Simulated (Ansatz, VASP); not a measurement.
## HfO7: VASP beside Ansatz

```
Hf O
1.0
     0.00000    3.48493    3.48493
     3.48493    0.00000    3.48493
     3.48493    3.48493    0.00000
Hf O
1 7
Direct
  0.00000 0.00000 0.00000
  0.50000 0.50000 0.50000
  0.00000 0.00000 0.50000
  0.50000 0.00000 0.50000
  0.00000 0.50000 0.50000
  0.50000 0.50000 0.00000
  0.00000 0.50000 0.00000
  0.50000 0.00000 0.00000
```

Change from the starting cell: species swapped into the LiPd7 type (Fm-3m, No. 225).

Alike in both runs: task relaxation of cell and atoms; functional PBE; k mesh 4 × 4 × 4; occupations gaussian, width 0.1 eV; no spin polarisation.

|  | VASP | Ansatz |
| --- | --- | --- |
| version | VASP 6.6.1 | Ansatz 0.2.0 |
| potentials or method | VASP PAW PBE potentials, release 64 (Hf_pv, O), cutoff 600 eV | scalar-relativistic, plane waves, PAW |
| valence electrons in the cell | 52 | 68 |

VASP gave:

- gap on the k mesh at the Fermi level, each at its own relaxed structure (eV): none
- relaxed volume (Å³/atom): 8.59
- relaxed cell length with the largest relative difference (Å): 4.598

**Question.** What did Ansatz give for the same quantities?

**Answer.** gap on the k mesh at the Fermi level, each at its own relaxed structure (eV): none; relaxed volume (Å³/atom): 8.70; relaxed cell length with the largest relative difference (Å): 4.618.

A gap of «none» marks a metal or a gap that the smearing closes. VASP's potentials hold 52 valence electrons a cell and Ansatz's 68, so a difference there can come from the potentials and not from the codes.

The k mesh is coarse, so the values compare programs but aren't converged. Spin-orbit coupling is off throughout. Noted on VASP's run: the volume moved by over 15 % at a fixed basis, so the end points are rough.
